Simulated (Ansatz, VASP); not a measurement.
## Two plane-wave programs on Si3C

INCAR

```
SYSTEM = Si3C
ALGO = Normal
EDIFF = 1E-6
EDIFFG = -0.04
ENCUT = 600
GGA = PE
IBRION = 2
ISIF = 3
ISMEAR = 0
LASPH = .True.
LCHARG = .False.
LREAL = .False.
LWAVE = .False.
NELM = 60
NSW = 90
PREC = Accurate
SIGMA = 0.1
```

KPOINTS

```
k-points
0
Gamma
  6 6 6
  0 0 0
```

Contents of POSCAR:

```
Si3C
1.0
    4.8606734231      0.0000000000      0.0000000000
   -2.4303367115      4.2094666639      0.0000000000
    0.0000000000      0.0000000000      2.5007447610
Si C
3 1
Direct
    0.5000000000      0.0000000000      0.5000000000
    0.0000000000      0.5000000000      0.5000000000
    0.5000000000      0.5000000000      0.5000000000
    0.0000000000      0.0000000000      0.5000000000
```

Input for Ansatz:

```yaml
crystal:
  lattice:
    - [4.8606734231, 0.0, 0.0]
    - [-2.4303367115, 4.2094666639, 0.0]
    - [0.0, 0.0, 2.500744761]
  atoms:
    - { symbol: Si, position: [0.5, 0.0, 0.5] }
    - { symbol: Si, position: [0.0, 0.5, 0.5] }
    - { symbol: Si, position: [0.5, 0.5, 0.5] }
    - { symbol: C, position: [0.0, 0.0, 0.5] }
basis:
  ecutwfc: 420
kpoints:
  mp_grid: { grid: [6, 6, 6] }
hamiltonian:
  xc: pbe
scf:
  occupations: { method: gaussian, width: 0.1 }
  lower_state_search: "off"
output:
  forces: true
  stress: true
  eigenvalues: true
relax:
  adjacent_minimum: "off"
  f_tol: 0.04
  max_steps: 70
  cell: { stress_tol: 0.4 }
```

Alike in both runs: task relaxation of cell and atoms; functional PBE; k mesh 6 × 6 × 6; occupations gaussian, width 0.1 eV; no spin polarisation.

```csv
,VASP,Ansatz
version,VASP 6.6.1,Ansatz 0.2.0
potentials or method,"VASP PAW PBE potentials, release 64 (Si, C), cutoff 600 eV","scalar-relativistic, plane waves, PAW"
valence electrons in the cell,16,16
```

VASP gave:

```
gap on the k mesh at the Fermi level, each at its own relaxed structure (eV) : none
relaxed volume (Å³/atom)                                                     : 12.78
relaxed cell length with the largest relative difference (Å)                 : 2.411
```

Q: What did Ansatz give for the same quantities?

A: gap on the k mesh at the Fermi level, each at its own relaxed structure (eV): none; relaxed volume (Å³/atom): 12.79; relaxed cell length with the largest relative difference (Å): 2.413.

A gap of «none» marks a metal or a gap that the smearing closes.

The k mesh is coarse, so the values compare programs but aren't converged.
